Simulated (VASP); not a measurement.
A run of VASP 6.6.1 is set up as follows.

The input INCAR:

```
SYSTEM = Tl
ALGO     = Normal         ! electronic algorithm
EDIFF    = 1E-6           ! SCF threshold, eV
ENCUT    = 500            ! plane-wave cutoff, eV
GGA      = RE             ! functional
GGA_COMPAT= .FALSE.      
ISIF     = 2              ! what is computed and relaxed
ISMEAR   = 1              ! smearing method
IVDW     = 12             ! dispersion correction
LASPH    = .TRUE.         ! aspherical terms in the spheres
LCHARG   = .TRUE.         ! write CHGCAR
LELF     = .TRUE.         ! ELF
LREAL    = .FALSE.        ! projectors in reciprocal space
LVHAR    = .TRUE.       
LWAVE    = .FALSE.        ! write WAVECAR
NBANDS   = 12             ! bands
NELM     = 120            ! most SCF steps
PREC     = Accurate       ! precision mode
SIGMA    = 0.1            ! smearing width, eV
```

The input KPOINTS:

```
k-points
0
G
  10 10 10
  0 0 0
```

File POSCAR:

```
Tl
1.0
   -1.9559951750      1.9559951750      1.9559951750
    1.9559951750     -1.9559951750      1.9559951750
    1.9559951750      1.9559951750     -1.9559951750
Tl
1
Direct
    0.0000000000      0.0000000000      0.0000000000
```

Potentials or basis: VASP PAW PBE potentials, release 64 (Tl_d).

Launch:

```console
$ cat potpaw_PBE.64/Tl_d/POTCAR > POTCAR
$ mpirun -np 1 vasp_std > vasp.out
```

(1) Predict the dispersion energy per atom.

(2) Estimate the pressure.

(3) Predict the band gap on the k mesh.

## Answers

(1) -0.576 eV.

(2) -0.6 GPa.

(3) zero (an odd number of electrons rules out a gap without spin polarisation).

Caveat: the PAW data sets were made with another functional, which shifts forces and pressure a little; spin-orbit coupling is left out, which moves the levels of the heavy elements.
